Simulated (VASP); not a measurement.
**Au: relaxation of cell and atoms with PBEsol**

Crystal: Au.

```xyz
1
Lattice="0.0000 2.0453 2.0453 2.0453 0.0000 2.0453 2.0453 2.0453 0.0000" Properties=species:S:1:pos:R:3 pbc="T T T"
Au    0.0000    0.0000    0.0000
```

- Program: VASP 6.6.1
- Task: relaxation of cell and atoms
- Functional: PBEsol
- Potentials or basis: VASP PAW PBE potentials, release 64 (Au)
- Cutoff: 600 eV
- k mesh: 18 × 18 × 18
- Occupations: gaussian, width 0.1 eV
- Spin: no spin polarisation
- Dipole correction: no
- Further INCAR settings: ALGO = Normal; EDIFF = 1e-06; IBRION = 2; EDIFFG = -0.01; NSW = 80; ISIF = 3

```yaml
Relaxed_volume: 17.01 Å³/atom
Relaxed_cell: a = 2.887 Å, b = 2.887 Å, c = 2.887 Å, α = 60.00°, β = 60.00°, γ = 60.00°
Space_group_after_relaxing_to_0.05_Å: Fm-3m (No. 225)
Energy_gained_by_relaxing: 0.3 meV/atom
Ionic_steps: 3
Pressure_after_relaxing: 0.0 GPa
```

Step by step:
```
step  energy change (eV)  largest force (eV/Å)  pressure (GPa)  volume (Å³)
   1              0.0000                0.0000           -1.05        17.11
   2              0.0006                0.0000            1.85        16.83
   3             -0.0003                0.0000            0.02        17.01
```

Final structure:
```
CELL_PARAMETERS angstrom
0.00000 2.04108 2.04108
2.04108 0.00000 2.04108
2.04108 2.04108 0.00000
ATOMIC_POSITIONS crystal
Au 0.00000 0.00000 0.00000
```

Levels at points of the mesh, in eV from the Fermi level:
| k point | band 2 | band 3 | band 4 | band 5 | band 6 | band 7 | band 8 | band 9 |
| --- | --- | --- | --- | --- | --- | --- | --- | --- |
| (0.00, 0.00, 0.00) | -4.66 | -4.66 | -4.66 | -3.12 | -3.12 | 14.53 | 18.53 | 18.53 |
| (0.50, 0.00, 0.00) | -4.69 | -4.69 | -1.92 | -1.92 | -1.01 | 3.10 | 13.97 | 17.14 |
| (0.50, 0.50, 0.00) | -6.74 | -1.96 | -1.59 | -1.59 | 0.98 | 5.79 | 9.99 | 9.99 |

Run time: 27 s on 1 thread of Intel(R) Xeon(R) Platinum 8375C CPU @ 2.90GHz (Ice Lake) (shared host), peak memory 0.17 GiB.

Caveat: the PAW data sets were made with another functional, which shifts forces and pressure a little; spin-orbit coupling is left out, which moves the levels of the heavy elements.
